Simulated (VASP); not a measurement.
Crystal: Be3AgS4.

```xyz
8
Lattice="5.2530 0.0000 0.0000 0.0000 5.2530 0.0000 0.0000 0.0000 5.2530" Properties=species:S:1:pos:R:3 pbc="T T T"
Be    0.0000    2.6265    2.6265
Be    2.6265    0.0000    2.6265
Be    2.6265    2.6265    0.0000
Ag    2.6265    2.6265    2.6265
S     2.6265    0.0000    0.0000
S     0.0000    2.6265    0.0000
S     0.0000    0.0000    2.6265
S     0.0000    0.0000    0.0000
```

* Program: VASP 6.6.1
* Task: relaxation of cell and atoms
* Functional: PBE
* Potentials or basis: VASP PAW PBE potentials, release 64 (Be, Ag, S)
* Cutoff: 600 eV
* k mesh: 4 × 4 × 4
* Occupations: gaussian, width 0.1 eV
* Spin: no spin polarisation

At the start: pressure -12.3 GPa; volume 18.12 Å³/atom.

Q: Where does the relaxation end?

A: Over 3 steps the energy falls by 175.1 meV/atom and the volume is 14.27 Å³/atom (-21.2 %); space group Pm-3m (No. 221, to 0.05 Å).

Step by step:
```
step  energy change (eV)  largest force (eV/Å)  pressure (GPa)  volume (Å³)
   1              0.0000                0.0000          -12.30       144.95
   2             -1.3715                0.0000           -2.30       117.67
   3             -1.4006                0.0000           -0.29       114.19
```

Final structure:
```
Be Ag S
1.0
     4.85147    0.00000    0.00000
     0.00000    4.85147    0.00000
     0.00000    0.00000    4.85147
Be Ag S
3 1 4
Direct
  0.00000 0.50000 0.50000
  0.50000 0.00000 0.50000
  0.50000 0.50000 0.00000
  0.50000 0.50000 0.50000
  0.50000 0.00000 0.00000
  0.00000 0.50000 0.00000
  0.00000 0.00000 0.50000
  0.00000 0.00000 0.00000
```

Caveat: the volume moved by over 15 % at a fixed basis, so the end points are rough.
